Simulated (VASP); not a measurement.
# MnO (Fm-3m) in VASP: notebook

The runs below take MnO through relaxation of cell and atoms, with BLYP, PBE.

Program: VASP 6.6.1. These are calculated values, not measurements. Logs are shortened: lines on timing, memory, paths and dates and some standing lists are left out, and cuts for length are marked.

### 1 The cell of the first run

Symmetry: Fm-3m, No. 225, cubic system. Conventional cell: a = 4.448 Å, b = 4.448 Å, c = 4.448 Å, α = 90.00°, β = 90.00°, γ = 90.00°. Mn (site symmetry m-3m) has 6 O at 2.22 Å within 2.9 Å. O (site symmetry m-3m) has 6 Mn at 2.22 Å within 2.9 Å.

### 2 Relaxation of cell and atoms, BLYP, collinear spin, ferromagnetic start

INCAR reads:

```
SYSTEM = MnO
PREC     = Accurate       ! precision mode
ENCUT    = 600            ! plane-wave cutoff, eV
EDIFF    = 1E-6           ! SCF threshold, eV
ISMEAR   = -1             ! smearing method
SIGMA    = 0.05           ! smearing width, eV
LREAL    = .FALSE.        ! projectors in reciprocal space
LASPH    = .TRUE.         ! aspherical terms in the spheres
NELM     = 150            ! most SCF steps
ALGO     = Normal         ! electronic algorithm
ISIF     = 3              ! what is computed and relaxed
LWAVE    = .FALSE.        ! write WAVECAR
LCHARG   = .FALSE.        ! write CHGCAR
ISPIN    = 2              ! spin polarisation
MAGMOM   = 4 0            ! initial moments
LORBIT   = 11             ! projections on sites
LMAXMIX  = 4              ! l up to which the mixer works
GGA      = B5             ! functional
ALDAX    = 1.0          
AGGAX    = 1.0          
AGGAC    = 1.0          
ALDAC    = 0.0          
IBRION   = 2              ! ionic algorithm
NSW      = 80             ! ionic steps
EDIFFG   = -0.005         ! ionic threshold
```

KPOINTS reads:

```
Automatic mesh
0
G
  10 10 10
  0 0 0
```

POSCAR reads:

```
MnO
1.0
    0.0000000000      2.2239077028      2.2239077028
    2.2239077028      0.0000000000      2.2239077028
    2.2239077028      2.2239077028      0.0000000000
Mn O
1 1
Direct
    0.0000000000      0.0000000000      0.0000000000
    0.5000000000      0.5000000000      0.5000000000
```

Potentials or basis: VASP PAW PBE potentials, release 64 (Mn_pv, O).

The run is started by

```
cat potpaw_PBE.64/Mn_pv/POTCAR potpaw_PBE.64/O/POTCAR > POTCAR
mpirun -np 1 vasp_std > vasp.out
```

OUTCAR:

```text
SYSTEM = MnO
   PREC = Accurate
   ENCUT = 600
   EDIFF = 1E-6
   ISMEAR = -1
   LREAL = .FALSE.
   LASPH = .TRUE.
   NELM = 150
   ISIF = 3
   ISPIN = 2
   LORBIT = 11
   GGA = B5
   IBRION = 2
   NSW = 80
   EDIFFG = -0.005

 ion  position               nearest neighbor table
   1  0.000  0.000  0.000-   2 2.22   2 2.22   2 2.22   2 2.22   2 2.22   2 2.22
   2  0.500  0.500  0.500-   1 2.22   1 2.22   1 2.22   1 2.22   1 2.22   1 2.22

  LATTYP: Found a face centered cubic cell.
 ALAT       =     4.4478154056

  Lattice vectors:

 A1 = (   0.0000000000,   2.2239077028,   2.2239077028)
 A2 = (   2.2239077028,   0.0000000000,   2.2239077028)
 A3 = (   2.2239077028,   2.2239077028,   0.0000000000)

Analysis of symmetry for initial positions (statically):
=====================================================================
 Subroutine PRICEL returns:
 Original cell was already a primitive cell.

 Routine SETGRP: Setting up the symmetry group for a
 face centered cubic supercell.

 Subroutine GETGRP returns: Found 48 space group operations
 (whereof 48 operations were pure point group operations)
 out of a pool of 48 trial point group operations.

The static configuration has the point symmetry O_h .

Analysis of symmetry for dynamics (positions and initial velocities):
=====================================================================
 Subroutine PRICEL returns:
 Original cell was already a primitive cell.

 Routine SETGRP: Setting up the symmetry group for a
 face centered cubic supercell.

 Subroutine GETGRP returns: Found 48 space group operations
 (whereof 48 operations were pure point group operations)
 out of a pool of 48 trial point group operations.

The dynamic configuration has the point symmetry O_h .

Analysis of structural, dynamic, and magnetic symmetry:
=====================================================================
 Subroutine PRICEL returns:
 Original cell was already a primitive cell.

 Routine SETGRP: Setting up the symmetry group for a
 face centered cubic supercell.

 Subroutine GETGRP returns: Found 48 space group operations
 (whereof 48 operations were pure point group operations)
 out of a pool of 48 trial point group operations.

The overall configuration has the point symmetry O_h .

 Subroutine INISYM returns: Found 48 space group operations
 (whereof 48 operations are pure point group operations),
 and found     1 'primitive' translations

----------------------------------------------------------------------------------------

                                     Primitive cell

  volume of cell :      21.9979

  direct lattice vectors                    reciprocal lattice vectors
     0.000000000  2.223907703  2.223907703    -0.224829474  0.224829474  0.224829474
     2.223907703  0.000000000  2.223907703     0.224829474 -0.224829474  0.224829474
     2.223907703  2.223907703  0.000000000     0.224829474  0.224829474 -0.224829474

  length of vectors
     3.145080435  3.145080435  3.145080435     0.389416073  0.389416073  0.389416073

  position of ions in fractional coordinates (direct lattice)
     0.000000000  0.000000000  0.000000000
     0.500000000  0.500000000  0.500000000

  ion indices of the primitive-cell ions
   primitive index   ion index
                 1           1
                 2           2

----------------------------------------------------------------------------------------

 KPOINTS: Automatic mesh

Automatic generation of k-mesh.
 Grid dimensions read from file:
 generate k-points for:   10   10   10

 Generating k-lattice:

  Cartesian coordinates                     Fractional coordinates (reciprocal lattice)
    -0.022482947  0.022482947  0.022482947     0.100000000  0.000000000  0.000000000
     0.022482947 -0.022482947  0.022482947     0.000000000  0.100000000  0.000000000
     0.022482947  0.022482947 -0.022482947     0.000000000  0.000000000  0.100000000

  Length of vectors
     0.038941607  0.038941607  0.038941607

  Shift w.r.t. Gamma in fractional coordinates (k-lattice)
     0.000000000  0.000000000  0.000000000

 Subroutine IBZKPT returns following result:
 ===========================================

 Found     47 irreducible k-points:

 Following reciprocal coordinates:
            Coordinates               Weight
  0.000000  0.000000  0.000000      1.000000
  0.100000  0.000000  0.000000      8.000000
  0.200000  0.000000  0.000000      8.000000
  0.300000  0.000000  0.000000      8.000000
  0.400000  0.000000  0.000000      8.000000
  0.500000  0.000000  0.000000      4.000000
[... 16 lines left out ...]
  0.300000  0.300000  0.000000      6.000000
  0.400000  0.300000  0.000000     24.000000
 [... further k-points ...]
   k-points           NKPTS =     47   k-points in BZ     NKDIM =     47   number of bands    NBANDS=     15
   number of dos      NEDOS =    301   number of ions     NIONS =      2
   total plane-waves  NPLWV =  21952
   dimension x,y,z NGX =    28 NGY =   28 NGZ =   28
   dimension x,y,z NGXF=    56 NGYF=   56 NGZF=   56
   ions per type =               1   1
   NGX,Y,Z   is equivalent  to a cutoff of  14.80, 14.80, 14.80 a.u.
   NGXF,Y,Z  is equivalent  to a cutoff of  29.60, 29.60, 29.60 a.u.
 SYSTEM =  MnO
   PREC   = accura    normal or accurate (medium, high low for compatibility)
   ISTART =      0    job   : 0-new  1-cont  2-samecut
   ICHARG =      2    charge: 1-file 2-atom 10-const
   ISPIN  =      2    spin polarized calculation?
   LNONCOLLINEAR =      F non collinear calculations
   LSORBIT =      F    spin-orbit coupling
   LASPH  =      T    aspherical Exc in radial PAW
   ENCUT  =  600.0 eV  44.10 Ry    6.64 a.u.   6.28  6.28  6.28*2*pi/ulx,y,z
   NELM   =    150;   NELMIN=  2; NELMDL= -5     # of ELM steps
   EDIFF  = 0.1E-05   stopping-criterion for ELM
   LREAL  =      F    real-space projection
   EDIFFG = -.5E-02   stopping-criterion for IOM
   NSW    =     80    number of steps for IOM
   IBRION =      2    ionic relax: 0-MD 1-quasi-New 2-CG
   NFREE  =      1    steps in history (QN), initial steepest desc. (CG)
   ISIF   =      3    stress and relaxation
   ISYM   =      2    0-nonsym 1-usesym 2-fastsym
   POTIM  = 0.5000    time-step for ionic-motion
   TEBEG  =    0.0;   TEEND  =   0.0 temperature during run
   PSTRESS=    0.0 pullay stress
   NELECT =      19.0000    total number of electrons
   NUPDOWN=      -1.0000    fix difference up-down
   EMIN   =  10.00;   EMAX   =-10.00  energy-range for DOS
   EFERMI =   0.00;   METHOD = LEGACY
   ISMEAR =    -1;   SIGMA  =   0.05  broadening in eV -4-tet -1-fermi 0-gaus
   EFERMI_NEDOS =   21; number of points for ismear=-14 and -15
   IALGO  =     38    algorithm
   IMIX   =      4    mixing-type and parameters
     AMIX     =   0.40;   BMIX     =  1.00
     AMIX_MAG =   1.60;   BMIX_MAG =  1.00
  volume/ion in A,a.u.               =      11.00        74.22
  Fermi-wavevector in a.u.,A,eV,Ry     =   1.559071  2.946217 33.071721  2.430703
  Thomas-Fermi vector in A             =   2.662483
   LORBIT       =     11    0 simple, 1 ext, 2 COOP (PROOUT), +10 PAW based schemes
   GGA     = B5    functional components
   LHFCALC =     F    Hartree Fock is set to
   AEXX    =    0.0000 exact exchange contribution
   IVDW    =     0    specifies the selected vdW correction
   LEPSILON=     F    determine dielectric tensor
   LRPA    =     F    only Hartree local field effects (RPA)
 conjugate gradient relaxation of ions
 spin polarized calculation
  energy-cutoff  :      600.00
  volume of cell :       22.00
 maximum number of plane-waves:       754
 NGX is ok and might be reduce to    28
   NGX = 13   NGY = 13   NGZ = 13

--------------------------------------- Ionic step        1  -------------------------------------------

 number of electron      18.9999997 magnetization       4.7030729

 Free energy of the ion-electron system (eV)
  ---------------------------------------------------
  ext. energy  EPLUGINS =         0.00000000
  ---------------------------------------------------
  free energy    TOTEN  =       -15.29233619 eV

  energy without entropy =      -15.28134311  energy(sigma->0) =      -15.28683965

------------------------ aborting loop because EDIFF is reached ----------------------------------------

  FORCE on cell =-STRESS in cart. coord.  units (eV):
  Direction    XX          YY          ZZ          XY          YZ          ZX
  --------------------------------------------------------------------------------------
  -------------------------------------------------------------------------------------
  Total        0.5127165      0.5127165      0.5127165      0.0000000     -0.0000000      0.0000000
  in kB       37.3428597     37.3428597     37.3428597      0.0000000     -0.0000000      0.0000000
  external PRESSURE =      37.3428597 kB  Pullay stress =       0.0000000 kB
[... 57 lines left out ...]
  energy  without entropy=      -15.2948211322  energy(sigma->0) =      -15.29848864

--------------------------------------- Ionic step        3  -------------------------------------------

 number of electron      18.9999992 magnetization       4.7972138

 Free energy of the ion-electron system (eV)
  ---------------------------------------------------
  ext. energy  EPLUGINS =         0.00000000
  ---------------------------------------------------
  free energy    TOTEN  =       -15.30218509 eV

  energy without entropy =      -15.29476579  energy(sigma->0) =      -15.29847544

 E-fermi :   7.3674     XC(G=0): -11.1351

 val. band max:        7.3648657080   @ k =   0.4000   0.0000   0.0000
 cond. band min:       7.4843342168   @ k =  -0.4000   0.4000   0.0000
 fundamental gap:      0.1194685088
 Fermi energy:         7.3674147218

 spin component 1

 k-point     1 :       0.0000    0.0000    0.0000
  band No.  band energies     occupation
      1     -42.7435      1.00000
      2     -42.7435      1.00000
      3     -42.7435      1.00000
      4     -12.4356      1.00000
      5       3.8156      1.00000
      6       3.8156      1.00000
      7       3.8156      1.00000
      8       4.3630      1.00000
      9       4.3630      1.00000
     10       4.3630      1.00000
     11       4.8443      1.00000
     12       4.8443      1.00000
     13       7.1956      0.96885
     14      22.1761      0.00000
     15      23.8976      0.00000
[... 399 lines left out ...]
      1     -42.7828      1.00000
      2     -42.7603      1.00000
      3     -42.7587      1.00000
      4     -11.6966      1.00000
      5       0.6795      1.00000
      6       2.4308      1.00000
      7       2.6581      1.00000
      8       3.9565      1.00000
      9       5.2552      1.00000
     10       5.4731      1.00000
     11       5.6350      1.00000
     12       6.0098      1.00000
     13      12.2403      0.00000
     14      16.3239      0.00000
     15      17.9930      0.00000

 [... further k-points ...]

 spin component 2

 k-point     1 :       0.0000    0.0000    0.0000
  band No.  band energies     occupation
      1     -38.2121      1.00000
      2     -38.2121      1.00000
      3     -38.2121      1.00000
      4     -12.0014      1.00000
      5       4.2306      1.00000
      6       4.2306      1.00000
      7       4.2306      1.00000
      8       8.0448      0.00000
      9       8.0448      0.00000
     10       8.0448      0.00000
     11       8.1912      0.00000
     12       8.6392      0.00000
     13       8.6392      0.00000
     14      22.4878      0.00000
     15      25.0410      0.00000
[... 443 lines left out ...]
  FREE ENERGIE OF THE ION-ELECTRON SYSTEM (eV)
  ---------------------------------------------------
  free  energy   TOTEN  =       -15.3021850862 eV

  energy  without entropy=      -15.2947657925  energy(sigma->0) =      -15.29847544

 reached required accuracy - stopping structural energy minimisation

 total charge

# of ion       s       p       d       tot
------------------------------------------
    1        0.195   6.164   4.991  11.350
    2        1.548   3.422   0.000   4.971
--------------------------------------------------
tot          1.743   9.586   4.991  16.321

 magnetization (x)

# of ion       s       p       d       tot
------------------------------------------
    1        0.026   0.017   4.298   4.342
    2        0.029   0.206   0.000   0.235
--------------------------------------------------
tot          0.056   0.223   4.298   4.577
```

Wall time 59 s (1 thread of Intel Xeon 6975P-C (Granite Rapids), shared host); peak memory 0.19 GiB.

Results:

```
Free energy                                           : -15.3022 eV
Relaxed volume                                        : 11.39 Å³/atom
Relaxed cell                                          : a = 3.182 Å, b = 3.182 Å, c = 3.182 Å, α = 60.00°, β = 60.00°, γ = 60.00°
Space group after relaxing (to 0.05 Å)                : Fm-3m (No. 225)
Energy gained by relaxing                             : 4.9 meV/atom
Ionic steps                                           : 3
Pressure after relaxing                               : 0.0 GPa
Net moment                                            : 4.80 μB per cell
Site moments                                          : Mn +4.34; O +0.23 μB
Valence electrons inside the program's atomic spheres : Mn 11.35; O 4.97
```

Step by step:
```tsv
step	energy change (eV)	largest force (eV/Å)	pressure (GPa)	volume (Å³)
1	0.0000	0.0000	3.73	22.00
2	-0.0098	0.0000	-0.24	22.82
3	-0.0098	0.0000	-0.04	22.78
```

Final structure:
```
Mn O
1.0
     0.00000    2.25005    2.25005
     2.25005    0.00000    2.25005
     2.25005    2.25005    0.00000
Mn O
1 1
Direct
  0.00000 0.00000 0.00000
  0.50000 0.50000 0.50000
```

Levels at points of the mesh, in eV from the Fermi level:
Spin up:
| k point | band 9 | band 10 | band 11 | band 12 | band 13 | band 14 | band 15 |
| --- | --- | --- | --- | --- | --- | --- | --- |
| (0.00, 0.00, 0.00) | -3.00 | -3.00 | -2.52 | -2.52 | -0.17 | 14.81 | 16.53 |
| (0.50, 0.00, 0.00) | -2.20 | -1.79 | 0.18 | 0.18 | 4.02 | 7.68 | 12.03 |
| (0.50, 0.50, 0.00) | -2.14 | -1.96 | -1.96 | -1.85 | 5.07 | 8.06 | 10.87 |
Spin down:
| k point | band 4 | band 5 | band 6 | band 7 | band 8 | band 9 | band 10 | band 11 |
| --- | --- | --- | --- | --- | --- | --- | --- | --- |
| (0.00, 0.00, 0.00) | -19.37 | -3.14 | -3.14 | -3.14 | 0.68 | 0.68 | 0.68 | 0.82 |
| (0.50, 0.00, 0.00) | -18.48 | -6.99 | -4.58 | -4.58 | 1.81 | 1.81 | 1.81 | 3.45 |
| (0.50, 0.50, 0.00) | -18.51 | -6.03 | -4.07 | -4.07 | -0.72 | 1.82 | 1.99 | 2.22 |

Caveat: the PAW data sets were made with another functional, which shifts forces and pressure a little; a cell with one magnetic atom can't hold antiferromagnetic order, which such compounds often take; semilocal functionals often make such compounds metallic where correlation or magnetic order opens a gap, which also shifts bond lengths.

(Continued in part 2 of 2.)
